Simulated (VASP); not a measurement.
Here is a VASP 6.6.1 calculation.

The input INCAR:

```
SYSTEM = HfN
PREC     = Accurate       ! precision mode
ENCUT    = 520            ! plane-wave cutoff, eV
EDIFF    = 1E-6           ! SCF threshold, eV
ISMEAR   = 1              ! smearing method
SIGMA    = 0.1            ! smearing width, eV
LREAL    = .False.        ! projectors in reciprocal space
LASPH    = .True.         ! aspherical terms in the spheres
NELM     = 100            ! most SCF steps
ALGO     = Normal         ! electronic algorithm
ISIF     = 2              ! what is computed and relaxed
LWAVE    = .False.        ! write WAVECAR
LCHARG   = .True.         ! write CHGCAR
LELF     = .True.         ! ELF
LVHAR    = .True.       
NBANDS   = 14             ! bands
```

File KPOINTS:

```
Automatic mesh
0
Gamma
  10 10 10
  0 0 0
```

The input POSCAR:

```
HfN
1.0
    0.0000000000      2.4871239677      2.4871239677
    2.4871239677      0.0000000000      2.4871239677
    2.4871239677      2.4871239677      0.0000000000
Hf N
1 1
Direct
    0.0000000000      0.0000000000      0.0000000000
    0.7500000000      0.7500000000      0.7500000000
```

Potentials or basis: VASP PAW LDA potentials, release 64 (Hf_pv, N).

The run is started by

```console
$ cat potpaw_LDA.64/Hf_pv/POTCAR potpaw_LDA.64/N/POTCAR > POTCAR
$ mpirun -np 1 vasp_std > vasp.out
```

(1) Predict the pressure.

Results:

(1) -16.3 GPa.
